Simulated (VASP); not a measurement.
Crystal: HgTe (Coloradoite).

```xyz
2
Lattice="0.0000 3.2145 3.2145 3.2145 0.0000 3.2145 3.2145 3.2145 0.0000" Properties=species:S:1:pos:R:3 pbc="T T T"
Hg    0.0000    0.0000    0.0000
Te    4.8217    4.8217    4.8217
```

```yaml
Program: VASP 6.6.1
Task: relaxation of cell and atoms
Functional: revPBE
Dispersion: D4
Potentials_or_basis: VASP PAW PBE potentials, release 64 (Hg, Te)
Cutoff: 600 eV
k_mesh: 7 × 7 × 7
Occupations: fermi-dirac, width 0.05 eV
Spin: no spin polarisation
```

At the start: pressure 2.4 GPa; volume 33.22 Å³/atom.

Task: How do energy, volume and symmetry change on relaxing?

Result: Over 3 steps the energy falls by 12.8 meV/atom and the volume is 35.02 Å³/atom (+5.4 %); space group F-43m (No. 216, to 0.05 Å).

Step by step:
```tsv
step	energy change (eV)	largest force (eV/Å)	pressure (GPa)	volume (Å³)
1	0.0000	0.0000	2.39	66.43
2	-0.0229	0.0000	-0.67	71.30
3	-0.0256	0.0000	0.00	70.04
```

Final structure:
```
CELL_PARAMETERS angstrom
0.00000 3.27175 3.27175
3.27175 0.00000 3.27175
3.27175 3.27175 0.00000
ATOMIC_POSITIONS crystal
Hg 0.00000 0.00000 0.00000
Te 0.75000 0.75000 0.75000
```

Caveat: the PAW data sets were made with another functional, which shifts forces and pressure a little; pairwise dispersion overbinds metals, which lowers pressure and volume.
